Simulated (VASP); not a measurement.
Input of a VASP 6.6.1 run:

File INCAR:

```
PREC = Accurate
ENCUT = 520
EDIFF = 1E-6
ISMEAR = 0
SIGMA = 0.01
LREAL = F
LASPH = T
NELM = 60
ALGO = Normal
ISIF = 2
LWAVE = F
LCHARG = F
GGA = PE
NBANDS = 36
```

File KPOINTS:

```
regular mesh
0
Gamma
  9 9 9
```

Contents of POSCAR:

```
ZnS
1.0
    1.9231104709      1.1103083481      9.4492159505
   -1.9231104709      1.1103083481      9.4492159505
    0.0000000000     -2.2206166961      9.4492159505
Zn S
3 3
Direct
    0.9999659140      0.9999659140      0.9999659140
    0.2222538269      0.2222538269      0.2222538269
    0.4445321104      0.4445321104      0.4445321104
    0.0832951398      0.0832951398      0.0832951398
    0.5278530236      0.5278530236      0.5278530236
    0.3054259853      0.3054259853      0.3054259853
```

Potentials or basis: VASP PAW PBE potentials, release 64 (Zn, S).

Launch:

```bash
$ cat potpaw_PBE.64/Zn/POTCAR potpaw_PBE.64/S/POTCAR > POTCAR
$ mpirun -np 1 vasp_std > vasp.out
```

Problem. What does it give for the band gap on the k mesh?

Solution. 2.06 eV.

Problem. What does it give for the largest force?

Solution. 0.004 eV/Å.

Problem. What does it give for the pressure?

Solution. 0.1 GPa.

Forces in eV/Å, atoms in the order of the input:
```
Zn   0.000  0.000  0.002
Zn   0.000  0.000  0.003
Zn   0.000  0.000  0.003
S    0.000  0.000 -0.002
S    0.000  0.000 -0.004
S    0.000  0.000 -0.003
```

A k mesh can miss the band edges.
